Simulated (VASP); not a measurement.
A run of VASP 6.6.1 is set up as follows.

File INCAR:

```
PREC     = Accurate       # precision mode
ENCUT    = 600            # plane-wave cutoff, eV
EDIFF    = 1E-6           # SCF threshold, eV
ISMEAR   = -1             # smearing method
SIGMA    = 0.02           # smearing width, eV
LREAL    = False          # projectors in reciprocal space
LASPH    = True           # aspherical terms in the spheres
NELM     = 120            # most SCF steps
ALGO     = Normal         # electronic algorithm
ISIF     = 2              # what is computed and relaxed
LWAVE    = False          # write WAVECAR
LCHARG   = True           # write CHGCAR
GGA      = PS             # functional
LELF     = True           # ELF
LVHAR    = True         
NBANDS   = 37             # bands
GGA_COMPAT= False
```

Contents of KPOINTS:

```
regular mesh
0
Gamma
  6 6 6
```

POSCAR

```
Ag2O
1.0
    4.7067379458      0.0000000000      0.0000000000
    0.0000000000      4.7067379458      0.0000000000
    0.0000000000      0.0000000000      4.7067379458
Ag O
4 2
Direct
    0.2500000000      0.2500000000      0.2500000000
    0.2500000000      0.7500000000      0.7500000000
    0.7500000000      0.7500000000      0.2500000000
    0.7500000000      0.2500000000      0.7500000000
    0.0000000000      0.0000000000      0.0000000000
    0.5000000000      0.5000000000      0.5000000000
```

Potentials or basis: VASP PAW PBE potentials, release 64 (Ag, O).

Run with:

```console
$ cat potpaw_PBE.64/Ag/POTCAR potpaw_PBE.64/O/POTCAR > POTCAR
$ mpirun -np 1 vasp_std > vasp.out
```

(1) Predict the pressure.

(2) Predict the band gap on the k mesh.

## Answers

(1) -0.3 GPa.

(2) zero (filled and empty bands touch).

Caveat: the PAW data sets were made with another functional, which shifts forces and pressure a little.
